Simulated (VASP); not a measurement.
Set up this calculation in VASP 6.6.1, as the native input.

| Item | Value |
| --- | --- |
| Task | relaxation of the atoms |
| Functional | PBEsol |
| Potentials or basis | VASP PAW PBE potentials, release 64 (Sn_d, Se) |
| Cutoff | 450 eV |
| k mesh | 12 × 12 × 8 |
| Occupations | gaussian, width 0.01 eV |
| Spin | no spin polarisation |
| Dipole correction | no |
| Further INCAR settings | ALGO = Normal; EDIFF = 1e-07; IBRION = 2; EDIFFG = -0.003; NSW = 100 |

The structure of SnSe2 lies in POSCAR:

```
SnSe2
1.0
    3.8300000000      0.0000000000      0.0000000000
   -1.9150000000      3.3168772965      0.0000000000
    0.0000000000      0.0000000000      6.1200000000
Sn Se
1 2
Direct
    0.0000000000      0.0000000000      0.0000000000
    0.3333333333      0.6666666667      0.2500000000
    0.6666666667      0.3333333333      0.7500000000
```

The input as run:

INCAR

```
SYSTEM = SnSe2
PREC = Accurate
ENCUT = 450
EDIFF = 1E-7
ISMEAR = 0
SIGMA = 0.01
LREAL = .FALSE.
LASPH = .TRUE.
NELM = 120
ALGO = Normal
ISIF = 2
LWAVE = .FALSE.
LCHARG = .FALSE.
GGA = PS
IBRION = 2
NSW = 100
EDIFFG = -0.003
GGA_COMPAT = .FALSE.
NELMIN = 4
```

KPOINTS

```
Automatic mesh
0
G
  12 12 8
  0 0 0
```

Potentials or basis: VASP PAW PBE potentials, release 64 (Sn_d, Se).

The run is started by

```console
$ cat potpaw_PBE.64/Sn_d/POTCAR potpaw_PBE.64/Se/POTCAR > POTCAR
$ mpirun -np 1 vasp_std > vasp.out
```

It gave:

```json
{
  "Energy gained by relaxing": "9.5 meV/atom",
  "Ionic steps": "4",
  "Pressure after relaxing": "-0.2 GPa",
  "Band gap on the k mesh": "0.46 eV, indirect (least direct gap 0.89 eV)"
}
```

Caveat: the PAW data sets were made with another functional, which shifts forces and pressure a little; spin-orbit coupling is left out, which moves the levels of the heavy elements; this functional lacks dispersion, which binds the layers, so the pressure and a relaxed spacing across them are unreliable.

It took 9.3 min on 1 thread of Intel Xeon 8259CL, with other jobs on the host, peak memory 0.29 GiB.
